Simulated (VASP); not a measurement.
# HfB2 (P6/mmm) in VASP: settings compared

HfB2 is run at these levels: PBE, LDA; tasks: single point.

Everything below comes from runs of VASP 6.6.1. Logs are shortened: lines on timing, memory, paths and dates and some standing lists are left out, and cuts for length are marked.

## 1. The cell of the first run

Symmetry: P6/mmm, No. 191, hexagonal system. Conventional cell: a = 3.133 Å, b = 3.133 Å, c = 3.479 Å, α = 90.00°, β = 90.00°, γ = 120.00°. Hf (site symmetry 6/mmm) has 12 B at 2.51 Å and 6 Hf at 3.13 Å within 3.3 Å. Within 2.4 Å of B (site symmetry -6m2) lie 3 B at 1.81 Å.

## 2. Single point, PBE

The input, INCAR:

```
ALGO = Normal
EDIFF = 1E-6
ENCUT = 500
GGA = PE
GGA_COMPAT = False
ISIF = 2
ISMEAR = 0
LASPH = True
LCHARG = False
LREAL = False
LWAVE = False
NBANDS = 15
NELM = 120
PREC = Accurate
SIGMA = 0.1
```

The input, KPOINTS:

```
k-points
0
Gamma
  3 3 2
```

The input, POSCAR:

```
HfB2
1.0
    3.1326790839      0.0000000000      0.0000000000
   -1.5663395419      2.7129796685      0.0000000000
    0.0000000000      0.0000000000      3.4792139900
Hf B
1 2
Direct
    0.0000000000      0.0000000000      0.0000000000
    0.3333333333      0.6666666667      0.5000000000
    0.6666666667      0.3333333333      0.5000000000
```

Potentials or basis: VASP PAW PBE potentials, release 64 (Hf_pv, B).

Launch:

```console
$ cat potpaw_PBE.64/Hf_pv/POTCAR potpaw_PBE.64/B/POTCAR > POTCAR
$ mpirun -np 1 vasp_std > vasp.out
```

OUTCAR:

```text
EDIFF = 1E-6
   ENCUT = 500
   GGA = PE
   ISIF = 2
   ISMEAR = 0
   LASPH = True
   LREAL = False
   NELM = 120
   PREC = Accurate

 ion  position               nearest neighbor table
   1  0.000  0.000  0.000-   2 2.51   3 2.51   2 2.51   3 2.51   2 2.51   2 2.51   3 2.51   3 2.51
                             3 2.51   3 2.51   2 2.51   2 2.51
   2  0.333  0.667  0.500-   3 1.81   3 1.81   3 1.81   1 2.51   1 2.51   1 2.51   1 2.51   1 2.51
                             1 2.51
   3  0.667  0.333  0.500-   2 1.81   2 1.81   2 1.81   1 2.51   1 2.51   1 2.51   1 2.51   1 2.51
                             1 2.51

  LATTYP: Found a hexagonal cell.
 ALAT       =     3.1326790839
 C/A-ratio  =     1.1106193443

  Lattice vectors:

 A1 = (   3.1326790839,   0.0000000000,   0.0000000000)
 A2 = (  -1.5663395419,   2.7129796685,   0.0000000000)
 A3 = (   0.0000000000,   0.0000000000,   3.4792139900)

Analysis of symmetry for initial positions (statically):
=====================================================================
 Subroutine PRICEL returns:
 Original cell was already a primitive cell.

 Routine SETGRP: Setting up the symmetry group for a
 hexagonal supercell.

 Subroutine GETGRP returns: Found 24 space group operations
 (whereof 24 operations were pure point group operations)
 out of a pool of 24 trial point group operations.

The static configuration has the point symmetry D_6h.

Analysis of symmetry for dynamics (positions and initial velocities):
=====================================================================
 Subroutine PRICEL returns:
 Original cell was already a primitive cell.

 Routine SETGRP: Setting up the symmetry group for a
 hexagonal supercell.

 Subroutine GETGRP returns: Found 24 space group operations
 (whereof 24 operations were pure point group operations)
 out of a pool of 24 trial point group operations.

The dynamic configuration has the point symmetry D_6h.

 Subroutine INISYM returns: Found 24 space group operations
 (whereof 24 operations are pure point group operations),
 and found     1 'primitive' translations

----------------------------------------------------------------------------------------

                                     Primitive cell

  volume of cell :      29.5695

  direct lattice vectors                    reciprocal lattice vectors
     3.132679084  0.000000000  0.000000000     0.319215589  0.184299206  0.000000000
    -1.566339542  2.712979669  0.000000000     0.000000000  0.368598413  0.000000000
     0.000000000  0.000000000  3.479213990     0.000000000  0.000000000  0.287421240

  length of vectors
     3.132679084  3.132679084  3.479213990     0.368598413  0.368598413  0.287421240

  position of ions in fractional coordinates (direct lattice)
     0.000000000  0.000000000  0.000000000
     0.333333333  0.666666667  0.500000000
     0.666666667  0.333333333  0.500000000

  ion indices of the primitive-cell ions
   primitive index   ion index
                 1           1
                 2           2
                 3           3

----------------------------------------------------------------------------------------

 KPOINTS: k-points

Automatic generation of k-mesh.
 Grid dimensions read from file:
 generate k-points for:    3    3    2

 Generating k-lattice:

  Cartesian coordinates                     Fractional coordinates (reciprocal lattice)
     0.106405196  0.061433069  0.000000000     0.333333333  0.000000000  0.000000000
     0.000000000  0.122866138  0.000000000     0.000000000  0.333333333  0.000000000
     0.000000000  0.000000000  0.143710620     0.000000000  0.000000000  0.500000000

  Length of vectors
     0.122866138  0.122866138  0.143710620

  Shift w.r.t. Gamma in fractional coordinates (k-lattice)
     0.000000000  0.000000000  0.000000000

 Subroutine IBZKPT returns following result:
 ===========================================

 Found      6 irreducible k-points:

 Following reciprocal coordinates:
            Coordinates               Weight
  0.000000  0.000000  0.000000      1.000000
  0.333333  0.000000  0.000000      6.000000
  0.333333  0.333333  0.000000      2.000000
  0.000000  0.000000  0.500000      1.000000
  0.333333  0.000000  0.500000      6.000000
  0.333333  0.333333  0.500000      2.000000
   k-points           NKPTS =      6   k-points in BZ     NKDIM =      6   number of bands    NBANDS=     15
   number of dos      NEDOS =    301   number of ions     NIONS =      3
   total plane-waves  NPLWV =  16128
   dimension x,y,z NGX =    24 NGY =   24 NGZ =   28
   dimension x,y,z NGXF=    48 NGYF=   48 NGZF=   56
   ions per type =               1   2
   NGX,Y,Z   is equivalent  to a cutoff of  12.74, 12.74, 13.38 a.u.
   NGXF,Y,Z  is equivalent  to a cutoff of  25.47, 25.47, 26.76 a.u.
 SYSTEM =  unknown system
   PREC   = accura    normal or accurate (medium, high low for compatibility)
   ISTART =      0    job   : 0-new  1-cont  2-samecut
   ICHARG =      2    charge: 1-file 2-atom 10-const
   ISPIN  =      1    spin polarized calculation?
   LNONCOLLINEAR =      F non collinear calculations
   LSORBIT =      F    spin-orbit coupling
   LASPH  =      T    aspherical Exc in radial PAW
   ENCUT  =  500.0 eV  36.75 Ry    6.06 a.u.   5.71  5.71  6.34*2*pi/ulx,y,z
   NELM   =    120;   NELMIN=  2; NELMDL= -5     # of ELM steps
   EDIFF  = 0.1E-05   stopping-criterion for ELM
   LREAL  =      F    real-space projection
   EDIFFG = 0.1E-04   stopping-criterion for IOM
   NSW    =      0    number of steps for IOM
   IBRION =     -1    ionic relax: 0-MD 1-quasi-New 2-CG
   NFREE  =      0    steps in history (QN), initial steepest desc. (CG)
   ISIF   =      2    stress and relaxation
   ISYM   =      2    0-nonsym 1-usesym 2-fastsym
   POTIM  = 0.5000    time-step for ionic-motion
   TEBEG  =    0.0;   TEEND  =   0.0 temperature during run
   PSTRESS=    0.0 pullay stress
   NELECT =      16.0000    total number of electrons
   NUPDOWN=      -1.0000    fix difference up-down
   EMIN   =  10.00;   EMAX   =-10.00  energy-range for DOS
   EFERMI =   0.00;   METHOD = LEGACY
   ISMEAR =     0;   SIGMA  =   0.10  broadening in eV -4-tet -1-fermi 0-gaus
   EFERMI_NEDOS =   21; number of points for ismear=-14 and -15
   IALGO  =     38    algorithm
   IMIX   =      4    mixing-type and parameters
     AMIX     =   0.40;   BMIX     =  1.00
     AMIX_MAG =   1.60;   BMIX_MAG =  1.00
  volume/ion in A,a.u.               =       9.86        66.51
  Fermi-wavevector in a.u.,A,eV,Ry     =   1.334034  2.520959 24.213571  1.779647
  Thomas-Fermi vector in A             =   2.462847
   LORBIT       =      0    0 simple, 1 ext, 2 COOP (PROOUT), +10 PAW based schemes
   GGA     = PE    functional components
   LHFCALC =     F    Hartree Fock is set to
   AEXX    =    0.0000 exact exchange contribution
   IVDW    =     0    specifies the selected vdW correction
   LEPSILON=     F    determine dielectric tensor
   LRPA    =     F    only Hartree local field effects (RPA)
 non-spin polarized calculation
 Gauss-broadening in eV      SIGMA  =   0.10
  energy-cutoff  :      500.00
  volume of cell :       29.57
 maximum number of plane-waves:       754
 NGX is ok and might be reduce to    24
   NGX = 11   NGY = 11   NGZ = 13

 number of electron      15.9999998 magnetization

 Free energy of the ion-electron system (eV)
  ---------------------------------------------------
  ext. energy  EPLUGINS =         0.00000000
  ---------------------------------------------------
  free energy    TOTEN  =       -26.44420613 eV

  energy without entropy =      -26.43793735  energy(sigma->0) =      -26.44107174

 E-fermi :   8.0995     XC(G=0): -12.6123

 val. band max:        8.0995023577   @ k =   0.0000   0.0000   0.5000
 cond. band min:       8.0995023609   @ k =   0.0000   0.0000   0.5000
 fundamental gap:      0.0000000032
 Fermi energy:         8.0995023593

 k-point     1 :       0.0000    0.0000    0.0000
  band No.  band energies     occupation
      1     -22.9763      2.00000
      2     -22.5859      2.00000
      3     -22.5859      2.00000
      4      -5.9664      2.00000
      5       4.5948      2.00000
      6       4.8844      2.00000
      7       4.8844      2.00000
      8       4.9720      2.00000
      9      11.7011      0.00000
     10      11.7011      0.00000
     11      12.3324      0.00000
     12      12.3324      0.00000
     13      12.7989      0.00000
     14      12.9098      0.00000
     15      12.9098      0.00000

 k-point     2 :       0.3333    0.0000    0.0000
  band No.  band energies     occupation
      1     -23.1764      2.00000
      2     -22.8747      2.00000
      3     -22.7213      2.00000
      4      -3.8143      2.00000
      5       0.9373      2.00000
      6       3.8288      2.00000
      7       4.6232      2.00000
      8       5.2270      2.00000
      9      10.4697      0.00000
     10      10.6786      0.00000
     11      10.6798      0.00000
     12      12.2340      0.00000
     13      13.8464      0.00000
     14      16.7745      0.00000
     15      18.1570      0.00000

 k-point     3 :       0.3333    0.3333    0.0000
  band No.  band energies     occupation
      1     -23.1287      2.00000
      2     -23.1287      2.00000
      3     -22.8233      2.00000
      4      -0.4731      2.00000
      5      -0.4731      2.00000
      6       0.0914      2.00000
      7       5.1001      2.00000
      8       5.1001      2.00000
      9       9.3557      0.00000
     10       9.3557      0.00000
     11      11.1659      0.00000
     12      17.1678      0.00000
     13      17.1678      0.00000
     14      18.7938      0.00000
     15      19.8929      0.00000

 k-point     4 :       0.0000    0.0000    0.5000
  band No.  band energies     occupation
      1     -23.2474      2.00000
      2     -22.5659      2.00000
      3     -22.5659      2.00000
      4      -3.5107      2.00000
      5      -0.7362      2.00000
      6       6.7077      2.00000
      7       6.7077      2.00000
      8       8.0995      1.00000
      9       8.0995      1.00000
     10       8.5566      0.00000
     11       8.5566      0.00000
     12       9.8873      0.00000
     13      12.8346      0.00000
     14      15.2212      0.00000
     15      19.0064      0.00000

 k-point     5 :       0.3333    0.0000    0.5000
  band No.  band energies     occupation
      1     -23.1382      2.00000
      2     -23.1151      2.00000
      3     -22.6953      2.00000
      4      -2.9307      2.00000
      5       1.5497      2.00000
      6       2.0137      2.00000
      7       3.3788      2.00000
      8       5.2061      2.00000
      9      11.1659      0.00000
     10      11.4322      0.00000
     11      11.7211      0.00000
     12      13.7293      0.00000
     13      15.9875      0.00000
     14      16.5990      0.00000
     15      18.8917      0.00000

 k-point     6 :       0.3333    0.3333    0.5000
  band No.  band energies     occupation
      1     -23.0909      2.00000
      2     -23.0909      2.00000
      3     -23.0478      2.00000
      4      -1.3217      2.00000
      5      -1.3217      2.00000
      6       2.3729      2.00000
      7       4.4941      2.00000
      8       4.4941      2.00000
      9      12.1913      0.00000
     10      13.0334      0.00000
     11      14.6699      0.00000
     12      14.6699      0.00000
     13      15.0031      0.00000
     14      15.0031      0.00000
     15      17.3799      0.00000

------------------------ aborting loop because EDIFF is reached ----------------------------------------

  FORCE on cell =-STRESS in cart. coord.  units (eV):
  Direction    XX          YY          ZZ          XY          YZ          ZX
  --------------------------------------------------------------------------------------
  -------------------------------------------------------------------------------------
  Total        0.7148321      0.7148321     -0.6045551      0.0000000     -0.0000000     -0.0000000
  in kB       38.7320991     38.7320991    -32.7569073      0.0000000     -0.0000000     -0.0000000
  external PRESSURE =      14.9024303 kB  Pullay stress =       0.0000000 kB

 VOLUME and BASIS-vectors are now :
 -----------------------------------------------------------------------------
  energy-cutoff  :      500.00
  volume of cell :       29.57
      direct lattice vectors                 reciprocal lattice vectors
     3.132679084  0.000000000  0.000000000     0.319215589  0.184299206  0.000000000
    -1.566339542  2.712979669  0.000000000     0.000000000  0.368598413  0.000000000
     0.000000000  0.000000000  3.479213990     0.000000000  0.000000000  0.287421240

 POSITION                                       TOTAL-FORCE (eV/Angst)
 -----------------------------------------------------------------------------------
      0.00000      0.00000      0.00000        -0.000000      0.000000      0.000000
     -0.00000      1.80865      1.73961         0.000000     -0.000000      0.000000
      1.56634      0.90433      1.73961        -0.000000      0.000000      0.000000
 -----------------------------------------------------------------------------------
    total drift:                               -0.000000      0.000000      0.000000

  FREE ENERGIE OF THE ION-ELECTRON SYSTEM (eV)
  ---------------------------------------------------
  free  energy   TOTEN  =       -26.4442061273 eV

  energy  without entropy=      -26.4379373541  energy(sigma->0) =      -26.44107174
```

Wall time 5.7 s (1 thread of AMD EPYC 9R45 (Zen 5), shared host); peak memory 0.1 GiB.

Results:

| Quantity | Value |
| --- | --- |
| Free energy | -26.4442 eV |
| Pressure | 1.5 GPa |
| Band gap on the k mesh | zero (filled and empty bands touch) |

Caveat: the k points lie up to 0.90 Å⁻¹ apart; spin-orbit coupling is left out, which moves the levels of the heavy elements.

(Continued in part 2 of 2.)
